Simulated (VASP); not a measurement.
# CaO (P6_3/mmc) in VASP: a series of runs, part 2 of 2

VASP 6.6.1. Earlier steps stand in the parts before.

### Step 3. Single point, r2SCAN (15.39 Å³/atom)

This run uses another cell than the first one, of 15.39 Å³/atom.

POSCAR reads:

```
CaO
1.0
    3.8995736061      0.0000000000      0.0000000000
   -1.9497868030      3.3771298068      0.0000000000
    0.0000000000      0.0000000000      4.6730607425
Ca O
2 2
Direct
    0.3333333333      0.6666666667     -0.0625000000
    0.6666666667      0.3333333333      0.4375000000
    0.3333333333      0.6666666667      0.4375000000
    0.6666666667      0.3333333333      0.9375000000
```

INCAR.step1 reads:

```
SYSTEM = CaO
PREC = Accurate
ENCUT = 520
ISMEAR = 0
SIGMA = 0.01
LREAL = .FALSE.
LASPH = .TRUE.
NELM = 60
NBANDS = 24
GGA = PE
ALGO = Normal
EDIFF = 1E-4
LWAVE = .TRUE.
LCHARG = .FALSE.
```

INCAR.step2 reads:

```
SYSTEM = CaO
PREC = Accurate
ENCUT = 520
EDIFF = 1E-7
ISMEAR = 0
SIGMA = 0.01
LREAL = .FALSE.
LASPH = .TRUE.
NELM = 60
ALGO = Normal
ISIF = 2
LWAVE = .FALSE.
LCHARG = .TRUE.
METAGGA = R2SCAN
LMIXTAU = .TRUE.
LELF = .TRUE.
LVHAR = .TRUE.
NBANDS = 24
ISTART = 1
```

KPOINTS reads:

```
Automatic mesh
0
G
  6 6 4
  0 0 0
```

Potentials or basis: VASP PAW PBE potentials, release 64 (Ca_sv, O).

Started as:

```
$ cat potpaw_PBE.64/Ca_sv/POTCAR potpaw_PBE.64/O/POTCAR > POTCAR
$ cp INCAR.step1 INCAR
$ mpirun -np 1 vasp_std > vasp.out
$ cp INCAR.step2 INCAR
$ mpirun -np 1 vasp_std > vasp.out
```

OUTCAR:

```text
SYSTEM = CaO
   PREC = Accurate
   ENCUT = 520
   EDIFF = 1E-7
   ISMEAR = 0
   LREAL = .FALSE.
   LASPH = .TRUE.
   NELM = 60
   ISIF = 2
   METAGGA = R2SCAN
   ISTART = 1

 ion  position               nearest neighbor table
   1  0.333  0.667  0.938-   4 2.25   4 2.25   4 2.25   3 2.34   3 2.34
   2  0.667  0.333  0.438-   3 2.25   3 2.25   3 2.25   4 2.34   4 2.34
   3  0.333  0.667  0.438-   2 2.25   2 2.25   2 2.25   1 2.34   1 2.34
   4  0.667  0.333  0.938-   1 2.25   1 2.25   1 2.25   2 2.34   2 2.34

  LATTYP: Found a hexagonal cell.
 ALAT       =     3.8995736061
 C/A-ratio  =     1.1983517211

  Lattice vectors:

 A1 = (   3.8995736061,   0.0000000000,   0.0000000000)
 A2 = (  -1.9497868030,   3.3771298068,   0.0000000000)
 A3 = (   0.0000000000,   0.0000000000,   4.6730607425)

Analysis of symmetry for initial positions (statically):
=====================================================================
 Subroutine PRICEL returns:
 Original cell was already a primitive cell.

 Routine SETGRP: Setting up the symmetry group for a
 hexagonal supercell.

 Subroutine GETGRP returns: Found 24 space group operations
 (whereof  6 operations were pure point group operations)
 out of a pool of 24 trial point group operations.

The static configuration has the point symmetry C_3v.
 The point group associated with its full space group is D_6h.

Analysis of symmetry for dynamics (positions and initial velocities):
=====================================================================
 Subroutine PRICEL returns:
 Original cell was already a primitive cell.

 Routine SETGRP: Setting up the symmetry group for a
 hexagonal supercell.

 Subroutine GETGRP returns: Found 24 space group operations
 (whereof  6 operations were pure point group operations)
 out of a pool of 24 trial point group operations.

The dynamic configuration has the point symmetry C_3v.
 The point group associated with its full space group is D_6h.
[... 116 lines left out ...]
   IALGO  =     38    algorithm
   IMIX   =      4    mixing-type and parameters
     AMIX     =   0.40;   BMIX     =  1.00
     AMIX_MAG =   1.60;   BMIX_MAG =  1.00
  volume/ion in A,a.u.               =      15.39       103.83
  Fermi-wavevector in a.u.,A,eV,Ry     =   1.316445  2.487720 23.579270  1.733027
  Thomas-Fermi vector in A             =   2.446557
   LORBIT       =      0    0 simple, 1 ext, 2 COOP (PROOUT), +10 PAW based schemes
   METAGGA = R2SCAN    functional components
   LHFCALC =     F    Hartree Fock is set to
   AEXX    =    0.0000 exact exchange contribution
   IVDW    =     0    specifies the selected vdW correction
   LEPSILON=     F    determine dielectric tensor
   LRPA    =     F    only Hartree local field effects (RPA)
 non-spin polarized calculation
 Gauss-broadening in eV      SIGMA  =   0.01
  energy-cutoff  :      520.00
  volume of cell :       61.54
 maximum number of plane-waves:      1683
 NGX is ok and might be reduce to    30
   NGX = 15   NGY = 15   NGZ = 17

 number of electron      31.9999982 magnetization

 Free energy of the ion-electron system (eV)
  ---------------------------------------------------
  ext. energy  EPLUGINS =         0.00000000
  ---------------------------------------------------
  free energy    TOTEN  =       -38.37834988 eV

  energy without entropy =      -38.37834988  energy(sigma->0) =      -38.37834988

 E-fermi :   1.4295     XC(G=0): -10.3031

 val. band max:        1.3521035711   @ k =   0.0000   0.0000   0.0000
 cond. band min:       5.1818167384   @ k =   0.0000   0.0000   0.0000
 fundamental gap:      3.8297131673
 Fermi energy:         1.4294680401

 k-point     1 :       0.0000    0.0000    0.0000
  band No.  band energies     occupation
      1     -37.4106      2.00000
      2     -37.2346      2.00000
      3     -17.9690      2.00000
      4     -17.6517      2.00000
      5     -17.6517      2.00000
      6     -17.4068      2.00000
[... 556 lines left out ...]
     23      11.0303      0.00000
     24      11.0303      0.00000

------------------------ aborting loop because EDIFF is reached ----------------------------------------

  FORCE on cell =-STRESS in cart. coord.  units (eV):
  Direction    XX          YY          ZZ          XY          YZ          ZX
  --------------------------------------------------------------------------------------
  -------------------------------------------------------------------------------------
  Total        2.9258791      2.9258791      3.2305548      0.0000000     -0.0000000      0.0000000
  in kB       76.1729295     76.1729295     84.1049174      0.0000000     -0.0000000      0.0000000
  external PRESSURE =      78.8169255 kB  Pullay stress =       0.0000000 kB

 VOLUME and BASIS-vectors are now :
 -----------------------------------------------------------------------------
  energy-cutoff  :      520.00
  volume of cell :       61.54
      direct lattice vectors                 reciprocal lattice vectors
     3.899573606  0.000000000  0.000000000     0.256438293  0.148054718  0.000000000
    -1.949786803  3.377129807  0.000000000     0.000000000  0.296109435  0.000000000
     0.000000000  0.000000000  4.673060742     0.000000000  0.000000000  0.213992510

 POSITION                                       TOTAL-FORCE (eV/Angst)
 -----------------------------------------------------------------------------------
     -0.00000      2.25142      4.38099        -0.000000      0.000000     -0.000000
      1.94979      1.12571      2.04446         0.000000     -0.000000     -0.000000
     -0.00000      2.25142      2.04446        -0.000000     -0.000000      0.000000
      1.94979      1.12571      4.38099         0.000000     -0.000000      0.000000
 -----------------------------------------------------------------------------------
    total drift:                               -0.000000      0.000000      0.000000

  FREE ENERGIE OF THE ION-ELECTRON SYSTEM (eV)
  ---------------------------------------------------
  free  energy   TOTEN  =       -38.3783498761 eV

  energy  without entropy=      -38.3783498761  energy(sigma->0) =      -38.37834988
```

OUTCAR.step1:

```text
SYSTEM = CaO
   PREC = Accurate
   ENCUT = 520
   ISMEAR = 0
   LREAL = .FALSE.
   LASPH = .TRUE.
   NELM = 60
[... 792 lines left out ...]
      1.94979      1.12571      2.04446         0.000000      0.000000      0.000000
     -0.00000      2.25142      2.04446         0.000000     -0.000000      0.000000
      1.94979      1.12571      4.38099        -0.000000      0.000000     -0.000000
 -----------------------------------------------------------------------------------
    total drift:                               -0.000000      0.000000      0.000000

  FREE ENERGIE OF THE ION-ELECTRON SYSTEM (eV)
  ---------------------------------------------------
  free  energy   TOTEN  =       -25.1995555029 eV

  energy  without entropy=      -25.1995555029  energy(sigma->0) =      -25.19955550
```

It took 83 s on 1 thread of Intel Xeon 6975P-C (Granite Rapids), shared host; peak memory 0.19 GiB.

What came out:

* Free energy: -38.3783 eV
* Pressure: 7.9 GPa
* Band gap on the k mesh: 3.83 eV

Caveat: the cell stands under pressure; the structure was generated, so it needn't be the stable form of CaO; the PAW data sets were made with another functional, which shifts forces and pressure a little.
